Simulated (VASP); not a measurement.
AlN: single point with RPBE

AlN:

```
Al N
1.0
     0.00000    2.21461    2.21461
     2.21461    0.00000    2.21461
     2.21461    2.21461    0.00000
Al N
1 1
Direct
  0.00000 0.00000 0.00000
  0.25000 0.25000 0.25000
```

```json
{"Program": "VASP 6.6.1", "Task": "single point", "Functional": "RPBE", "Potentials or basis": "VASP PAW PBE potentials, release 64 (Al, N)", "Cutoff": "520 eV", "k mesh": "10 × 10 × 10", "Occupations": "fermi-dirac, width 0.05 eV", "Spin": "no spin polarisation", "Dipole correction": "no", "Further INCAR settings": "ALGO = Normal; EDIFF = 1e-07; NBANDS = 11"}
```

* Pressure: -0.5 GPa
* Band gap on the k mesh: 3.34 eV, indirect (least direct gap 3.87 eV)

Levels at points of the mesh, in eV from the valence-band top:
```
           k point  band 1  band 2  band 3  band 4  band 5  band 6  band 7  band 8
(0.00, 0.00, 0.00)  -14.78    0.00    0.00    0.00    3.87   12.26   12.26   12.26
(0.50, 0.00, 0.00)  -12.88   -5.65   -0.47   -0.47    7.09    9.64   10.96   10.96
(0.50, 0.50, 0.00)  -12.30   -4.74   -1.72   -1.72    3.34    8.47   13.54   15.34
```

Run time: 8 s on 1 thread of Intel(R) Xeon(R) Platinum 8488C (Sapphire Rapids), with other jobs on the host, peak memory 0.13 GiB.

Caveat: the PAW data sets were made with another functional, which shifts forces and pressure a little. A k mesh can miss the band edges.
